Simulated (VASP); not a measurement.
Here is a VASP 6.6.1 calculation.

File POSCAR:

```
GaP
1.0
    0.0000000000      2.7252500000      2.7252500000
    2.7252500000      0.0000000000      2.7252500000
    2.7252500000      2.7252500000      0.0000000000
Ga P
1 1
Direct
    0.0000000000      0.0000000000      0.0000000000
    0.7500000000      0.7500000000      0.7500000000
```

Contents of INCAR.step1:

```
SYSTEM = GaP
ALGO = Normal
EDIFF = 1E-5
ENCUT = 600
GGA = PE
ISMEAR = -1
LASPH = .True.
LCHARG = .False.
LREAL = .False.
LWAVE = .True.
NBANDS = 16
NELM = 60
PREC = Accurate
SIGMA = 0.05
```

The input INCAR.step2:

```
SYSTEM = GaP
AEXX = 1.0
AGGAC = 0.0
ALDAC = 0.0
ALGO = Normal
EDIFF = 1E-6
EDIFFG = -0.01
ENCUT = 600
GGA = PE
IBRION = 2
ISIF = 3
ISMEAR = -1
ISTART = 1
LASPH = .True.
LCHARG = .False.
LHFCALC = .True.
LREAL = .False.
LWAVE = .False.
NELM = 60
NSW = 60
PREC = Accurate
PRECFOCK = Normal
SIGMA = 0.05
```

KPOINTS

```
k-points
0
Gamma
  4 4 4
  0 0 0
```

Potentials or basis: VASP PAW PBE potentials, release 64 (Ga_d, P).

Run with:

```sh
$ cat potpaw_PBE.64/Ga_d/POTCAR potpaw_PBE.64/P/POTCAR > POTCAR
$ cp INCAR.step1 INCAR
$ mpirun -np 1 vasp_std > vasp.out
$ cp INCAR.step2 INCAR
$ mpirun -np 1 vasp_std > vasp.out
```

**Question.** Estimate the band gap on the k mesh.

**Answer.** 7.92 eV (least direct gap 8.88 eV).

**Question.** Estimate the space group after relaxing (to 0.1 Å).

**Answer.** F-43m (No. 216).

**Question.** Predict the relaxed volume.

**Answer.** 21.27 Å³/atom.

**Question.** Predict the relaxed cell.

**Answer.** a = 3.918 Å, b = 3.918 Å, c = 3.918 Å, α = 60.00°, β = 60.00°, γ = 60.00°.

Final structure:
```
Ga P
1.0
     0.00000    2.77072    2.77072
     2.77072    0.00000    2.77072
     2.77072    2.77072    0.00000
Ga P
1 1
Direct
  0.00000 0.00000 0.00000
  0.75000 0.75000 0.75000
```

Caveat: the k points lie up to 0.49 Å⁻¹ apart in the final cell; the PAW data sets were made with another functional, which shifts forces and pressure a little. Zero-point motion and thermal expansion aren't in these numbers.
